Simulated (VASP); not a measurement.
Here is a VASP 6.6.1 calculation.

Contents of POSCAR:

```
MnS
1.0
    3.0990400000      0.0000000000      0.0000000000
    0.0000000000      3.0990400000      0.0000000000
    0.0000000000      0.0000000000      3.0990400000
Mn S
1 1
Direct
    0.5215224088      0.5008329380      0.4749077323
    0.0306105705      0.0226415856     -0.0339163600
```

File INCAR.step1:

```
PREC = Accurate ; ENCUT = 520
ISMEAR = -1 ; SIGMA = 0.01
LREAL = F ; LASPH = T
NELM = 150 ; ISPIN = 2
MAGMOM = 5.2 0 ; LMAXMIX = 4
NBANDS = 20 ; GGA = PE
ALGO = Normal ; EDIFF = 1E-4
LWAVE = T ; LCHARG = F
```

Contents of INCAR.step2:

```
PREC = Accurate ; ENCUT = 520
EDIFF = 1E-7 ; ISMEAR = -1
SIGMA = 0.01 ; LREAL = F
LASPH = T ; NELM = 150
ALGO = Normal ; ISIF = 2
LWAVE = F ; LCHARG = F
ISPIN = 2 ; MAGMOM = 5.2 0
LORBIT = 11 ; LMAXMIX = 4
METAGGA = R2SCAN ; LMIXTAU = T
NBANDS = 20 ; ISTART = 1
```

File KPOINTS:

```
regular mesh
0
Gamma
  5 5 5
```

Potentials or basis: VASP PAW PBE potentials, release 64 (Mn_pv, S).

Command:

```sh
$ cat potpaw_PBE.64/Mn_pv/POTCAR potpaw_PBE.64/S/POTCAR > POTCAR
$ cp INCAR.step1 INCAR
$ mpirun -np 1 vasp_std > vasp.out
$ cp INCAR.step2 INCAR
$ mpirun -np 1 vasp_std > vasp.out
```

(1) Predict the pressure.

(2) Estimate the net moment.

Answers

(1) 7.7 GPa.

(2) 4.42 μB per cell.

Caveat: the k points lie up to 0.41 Å⁻¹ apart; the PAW data sets were made with another functional, which shifts forces and pressure a little; a cell with one magnetic atom can't hold antiferromagnetic order, which such compounds often take.
